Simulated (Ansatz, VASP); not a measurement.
## Two plane-wave programs on Si2Mo

File POSCAR:

```
Si2Mo
1.0
   -1.5783757276      1.5783757276      3.8773786233
    1.5783757276     -1.5783757276      3.8773786233
    1.5783757276      1.5783757276     -3.8773786233
Mo Si
1 2
Direct
    0.0000000000      0.0000000000      0.0000000000
    0.6670000000      0.6670000000      0.0000000000
    0.3330000000      0.3330000000      0.0000000000
```

INCAR.step1

```
SYSTEM = Si2Mo
ALGO = Normal
EDIFF = 1E-4
ENCUT = 520
GGA = PE
ISMEAR = -1
LASPH = .TRUE.
LCHARG = .FALSE.
LREAL = .FALSE.
LWAVE = .TRUE.
NBANDS = 18
NELM = 100
PREC = Accurate
SIGMA = 0.05
```

File INCAR.step2:

```
SYSTEM = Si2Mo
ALGO = Normal
EDIFF = 1E-7
ENCUT = 520
ISIF = 2
ISMEAR = -1
ISTART = 1
LASPH = .TRUE.
LCHARG = .FALSE.
LMIXTAU = .TRUE.
LREAL = .FALSE.
LWAVE = .FALSE.
METAGGA = R2SCAN
NBANDS = 18
NELM = 100
PREC = Accurate
SIGMA = 0.05
```

Contents of KPOINTS:

```
k-points
0
G
  12 12 12
  0 0 0
```

File input.yaml:

```yaml
crystal:
  lattice:
    - [-1.5783757276, 1.5783757276, 3.8773786233]
    - [1.5783757276, -1.5783757276, 3.8773786233]
    - [1.5783757276, 1.5783757276, -3.8773786233]
  atoms:
    - { symbol: Mo, position: [0.0, 0.0, 0.0] }
    - { symbol: Si, position: [0.667, 0.667, 0.0] }
    - { symbol: Si, position: [0.333, 0.333, 0.0] }
hamiltonian:
  xc: r2scan
  pseudopotentials: { kind: paw }
kpoints:
  mp_grid: { grid: [12, 12, 12] }
scf:
  occupations: { method: fermi_dirac, width: 0.05 }
output:
  forces: true
  stress: true
  eigenvalues: true
```

Alike in both runs: task single point; functional r2SCAN; k mesh 12 × 12 × 12; occupations fermi-dirac, width 0.05 eV; no spin polarisation.

|  | VASP | Ansatz |
| --- | --- | --- |
| version | VASP 6.6.1 | Ansatz 0.2.0 |
| potentials or method | VASP PAW PBE potentials, release 64 (Mo_sv, Si) | Ansatz PAW |
| plane-wave cutoff (eV) | 520 | 500 |
| valence electrons in the cell | 22 | 22 |

Ansatz gave:

```
gap on the k mesh at the Fermi level (eV)                     : none
pressure (GPa)                                                : 8.3
traceless stress, the component that is largest in VASP (GPa) : -0.85
rms of the force components (eV/Å)                            : 0.133
```

Task: Estimate VASP's values.

Result: gap on the k mesh at the Fermi level (eV): none; pressure (GPa): 8.7; traceless stress, the component that is largest in VASP (GPa): -0.87; rms of the force components (eV/Å): 0.128.

VASP's potentials were made for PBE, not for r2SCAN. Atom by atom the forces differ by 0.005 eV/Å (rms over components). A gap of «none» marks a metal or a gap that the smearing closes.
